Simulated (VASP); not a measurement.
# Pd (Pm-3m) in VASP: a series of runs, part 2 of 2

VASP 6.6.1. Earlier steps stand in the parts before.

## 4. Single point, PBEsol (volume scaled by 1.08)

The input, INCAR:

```
PREC     = Accurate       # precision mode
ENCUT    = 520            # plane-wave cutoff, eV
EDIFF    = 1E-6           # SCF threshold, eV
ISMEAR   = -1             # smearing method
SIGMA    = 0.1            # smearing width, eV
LREAL    = False          # projectors in reciprocal space
LASPH    = True           # aspherical terms in the spheres
NELM     = 80             # most SCF steps
ALGO     = Normal         # electronic algorithm
ISIF     = 2              # what is computed and relaxed
LWAVE    = False          # write WAVECAR
LCHARG   = False          # write CHGCAR
GGA      = PS             # functional
NBANDS   = 11             # bands
```

The input, KPOINTS:

```
Automatic mesh
0
Gamma
  14 14 14
```

The input, POSCAR:

```
Pd
1.0
    2.6333232341      0.0000000000      0.0000000000
    0.0000000000      2.6333232341      0.0000000000
    0.0000000000      0.0000000000      2.6333232341
Pd
1
Direct
    0.0000000000      0.0000000000      0.0000000000
```

Potentials or basis: VASP PAW PBE potentials, release 64 (Pd).

Run with:

```sh
$ cat potpaw_PBE.64/Pd/POTCAR > POTCAR
$ mpirun -np 1 vasp_std > vasp.out
```

OUTCAR:

```text
PREC = Accurate
   ENCUT = 520
   EDIFF = 1E-6
   ISMEAR = -1
   LREAL = False
   LASPH = True
   NELM = 80
   ISIF = 2
   GGA = PS

 ion  position               nearest neighbor table
   1  0.000  0.000  0.000-

  LATTYP: Found a simple cubic cell.
 ALAT       =     2.6333232341

  Lattice vectors:

 A1 = (   2.6333232341,   0.0000000000,   0.0000000000)
 A2 = (   0.0000000000,   2.6333232341,   0.0000000000)
 A3 = (   0.0000000000,   0.0000000000,   2.6333232341)

Analysis of symmetry for initial positions (statically):
=====================================================================
 Subroutine PRICEL returns:
 Original cell was already a primitive cell.

 Routine SETGRP: Setting up the symmetry group for a
 simple cubic supercell.

 Subroutine GETGRP returns: Found 48 space group operations
 (whereof 48 operations were pure point group operations)
 out of a pool of 48 trial point group operations.

The static configuration has the point symmetry O_h .

Analysis of symmetry for dynamics (positions and initial velocities):
=====================================================================
 Subroutine PRICEL returns:
 Original cell was already a primitive cell.

 Routine SETGRP: Setting up the symmetry group for a
 simple cubic supercell.

 Subroutine GETGRP returns: Found 48 space group operations
 (whereof 48 operations were pure point group operations)
 out of a pool of 48 trial point group operations.

The dynamic configuration has the point symmetry O_h .

 Subroutine INISYM returns: Found 48 space group operations
 (whereof 48 operations are pure point group operations),
 and found     1 'primitive' translations

----------------------------------------------------------------------------------------

                                     Primitive cell

  volume of cell :      18.2605

  direct lattice vectors                    reciprocal lattice vectors
     2.633323234  0.000000000  0.000000000     0.379748292  0.000000000  0.000000000
     0.000000000  2.633323234  0.000000000     0.000000000  0.379748292  0.000000000
     0.000000000  0.000000000  2.633323234     0.000000000  0.000000000  0.379748292

  length of vectors
     2.633323234  2.633323234  2.633323234     0.379748292  0.379748292  0.379748292

  position of ions in fractional coordinates (direct lattice)
     0.000000000  0.000000000  0.000000000

  ion indices of the primitive-cell ions
   primitive index   ion index
                 1           1

----------------------------------------------------------------------------------------

 KPOINTS: Automatic mesh

Automatic generation of k-mesh.
 Grid dimensions read from file:
 generate k-points for:   14   14   14

 Generating k-lattice:

  Cartesian coordinates                     Fractional coordinates (reciprocal lattice)
     0.027124878  0.000000000  0.000000000     0.071428571  0.000000000  0.000000000
     0.000000000  0.027124878  0.000000000     0.000000000  0.071428571  0.000000000
     0.000000000  0.000000000  0.027124878     0.000000000  0.000000000  0.071428571

  Length of vectors
     0.027124878  0.027124878  0.027124878

  Shift w.r.t. Gamma in fractional coordinates (k-lattice)
     0.000000000  0.000000000  0.000000000

 Subroutine IBZKPT returns following result:
 ===========================================

 Found    120 irreducible k-points:

 Following reciprocal coordinates:
            Coordinates               Weight
  0.000000  0.000000  0.000000      1.000000
  0.071429  0.000000  0.000000      6.000000
  0.142857  0.000000  0.000000      6.000000
  0.214286  0.000000  0.000000      6.000000
  0.285714  0.000000  0.000000      6.000000
  0.357143  0.000000  0.000000      6.000000
[... 16 lines left out ...]
  0.285714  0.214286  0.000000     24.000000
  0.357143  0.214286  0.000000     24.000000
 [... further k-points ...]
   k-points           NKPTS =    120   k-points in BZ     NKDIM =    120   number of bands    NBANDS=     11
   number of dos      NEDOS =    301   number of ions     NIONS =      1
   total plane-waves  NPLWV =   8000
   dimension x,y,z NGX =    20 NGY =   20 NGZ =   20
   dimension x,y,z NGXF=    40 NGYF=   40 NGZF=   40
   ions per type =               1
   NGX,Y,Z   is equivalent  to a cutoff of  12.63, 12.63, 12.63 a.u.
   NGXF,Y,Z  is equivalent  to a cutoff of  25.25, 25.25, 25.25 a.u.
 SYSTEM =  unknown system
   PREC   = accura    normal or accurate (medium, high low for compatibility)
   ISTART =      0    job   : 0-new  1-cont  2-samecut
   ICHARG =      2    charge: 1-file 2-atom 10-const
   ISPIN  =      1    spin polarized calculation?
   LNONCOLLINEAR =      F non collinear calculations
   LSORBIT =      F    spin-orbit coupling
   LASPH  =      T    aspherical Exc in radial PAW
   ENCUT  =  520.0 eV  38.22 Ry    6.18 a.u.   4.90  4.90  4.90*2*pi/ulx,y,z
   NELM   =     80;   NELMIN=  2; NELMDL= -5     # of ELM steps
   EDIFF  = 0.1E-05   stopping-criterion for ELM
   LREAL  =      F    real-space projection
   EDIFFG = 0.1E-04   stopping-criterion for IOM
   NSW    =      0    number of steps for IOM
   IBRION =     -1    ionic relax: 0-MD 1-quasi-New 2-CG
   NFREE  =      0    steps in history (QN), initial steepest desc. (CG)
   ISIF   =      2    stress and relaxation
   ISYM   =      2    0-nonsym 1-usesym 2-fastsym
   POTIM  = 0.5000    time-step for ionic-motion
   TEBEG  =    0.0;   TEEND  =   0.0 temperature during run
   PSTRESS=    0.0 pullay stress
   NELECT =      10.0000    total number of electrons
   NUPDOWN=      -1.0000    fix difference up-down
   EMIN   =  10.00;   EMAX   =-10.00  energy-range for DOS
   EFERMI =   0.00;   METHOD = LEGACY
   ISMEAR =    -1;   SIGMA  =   0.10  broadening in eV -4-tet -1-fermi 0-gaus
   EFERMI_NEDOS =   21; number of points for ismear=-14 and -15
   IALGO  =     38    algorithm
   IMIX   =      4    mixing-type and parameters
     AMIX     =   0.40;   BMIX     =  1.00
     AMIX_MAG =   1.60;   BMIX_MAG =  1.00
  volume/ion in A,a.u.               =      18.26       123.23
  Fermi-wavevector in a.u.,A,eV,Ry     =   1.339381  2.531062 24.408040  1.793940
  Thomas-Fermi vector in A             =   2.467777
   LORBIT       =      0    0 simple, 1 ext, 2 COOP (PROOUT), +10 PAW based schemes
   GGA     = PS    functional components
   LHFCALC =     F    Hartree Fock is set to
   AEXX    =    0.0000 exact exchange contribution
   IVDW    =     0    specifies the selected vdW correction
   LEPSILON=     F    determine dielectric tensor
   LRPA    =     F    only Hartree local field effects (RPA)
 non-spin polarized calculation
  energy-cutoff  :      520.00
  volume of cell :       18.26
 maximum number of plane-waves:       508
 NGX is ok and might be reduce to    20
   NGX =  9   NGY =  9   NGZ =  9

 number of electron      10.0000001 magnetization

 Free energy of the ion-electron system (eV)
  ---------------------------------------------------
  ext. energy  EPLUGINS =         0.00000000
  ---------------------------------------------------
  free energy    TOTEN  =        -5.34288921 eV

  energy without entropy =       -5.29036426  energy(sigma->0) =       -5.31662673

 E-fermi :   6.6783     XC(G=0): -11.9764

 val. band max:        6.6742277134   @ k =   0.0000   0.0000   0.0000
 cond. band min:       6.6805257149   @ k =   0.2857   0.0714   0.0000
 fundamental gap:      0.0062980015
 Fermi energy:         6.6782724236

 k-point     1 :       0.0000    0.0000    0.0000
  band No.  band energies     occupation
      1       0.8135      2.00000
      2       2.3286      2.00000
      3       2.3286      2.00000
      4       6.6742      1.02022
      5       6.6742      1.02022
      6       6.6742      1.02022
      7      22.8517      0.00000
      8      22.8517      0.00000
      9      22.8517      0.00000
     10      29.0226      0.00000
     11      29.0423      0.00000

 k-point     2 :       0.0714    0.0000    0.0000
  band No.  band energies     occupation
      1       0.9421      2.00000
      2       2.3498      2.00000
      3       2.4288      2.00000
      4       6.5904      1.41299
      5       6.5904      1.41299
      6       6.6809      0.98685
      7      21.7961      0.00000
      8      23.0635      0.00000
      9      23.0635      0.00000
     10      28.7324      0.00000
     11      29.0754      0.00000
[... 295 lines left out ...]
 k-point    24 :       0.3571    0.2143    0.0000
  band No.  band energies     occupation
      1       2.8574      2.00000
      2       3.5282      2.00000
      3       4.3519      2.00000
      4       5.5464      1.99998
      5       6.2197      1.97982
      6       6.8980      0.20000
      7      14.4289      0.00000
      8      20.8575      0.00000
      9      25.8559      0.00000
     10      28.3827      0.00000
     11      28.7997      0.00000

 [... further k-points ...]
[... 5 lines left out ...]
  --------------------------------------------------------------------------------------
  -------------------------------------------------------------------------------------
  Total       -1.0709952     -1.0709952     -1.0709952      0.0000000     -0.0000000     -0.0000000
  in kB      -93.9692124    -93.9692124    -93.9692124      0.0000000     -0.0000000     -0.0000000
  external PRESSURE =     -93.9692124 kB  Pullay stress =       0.0000000 kB

 VOLUME and BASIS-vectors are now :
 -----------------------------------------------------------------------------
  energy-cutoff  :      520.00
  volume of cell :       18.26
      direct lattice vectors                 reciprocal lattice vectors
     2.633323234  0.000000000  0.000000000     0.379748292  0.000000000  0.000000000
     0.000000000  2.633323234  0.000000000     0.000000000  0.379748292  0.000000000
     0.000000000  0.000000000  2.633323234     0.000000000  0.000000000  0.379748292

 POSITION                                       TOTAL-FORCE (eV/Angst)
 -----------------------------------------------------------------------------------
      0.00000      0.00000      0.00000         0.000000      0.000000      0.000000
 -----------------------------------------------------------------------------------
    total drift:                                0.000000      0.000000      0.000000

  FREE ENERGIE OF THE ION-ELECTRON SYSTEM (eV)
  ---------------------------------------------------
  free  energy   TOTEN  =        -5.3428892060 eV

  energy  without entropy=       -5.2903642623  energy(sigma->0) =       -5.31662673
```

Wall time 12 s (1 thread of Intel Xeon Platinum 8488C (Sapphire Rapids), shared host); peak memory 0.14 GiB.

What came out:

```yaml
Free_energy: -5.3429 eV
Pressure: -9.4 GPa
Band_gap_on_the_k_mesh: zero (band 5 reaches 7.82 eV, above the bottom of band 6 at 6.08 eV)
```

Caveat: the PAW data sets were made with another functional, which shifts forces and pressure a little.

## 5. The runs side by side

```csv
cell,gap on the mesh (eV),pressure (GPa)
"a = 2.567 Å, 1 atom",none,-0.3
"a = 2.600 Å, 1 atom",none,-5.4
"a = 2.633 Å, 1 atom",none,-9.4
```

Alike in all rows: task single point; level PBEsol; potentials or basis VASP PAW PBE potentials, release 64 (Pd); no spin polarisation; k mesh 14 × 14 × 14; cutoff (eV) 520; smearing fermi-dirac 0.1 eV.

Caveats: the PAW data sets were made with another functional, which shifts forces and pressure a little.

Absolute energies hang on the potentials; compare differences alone.
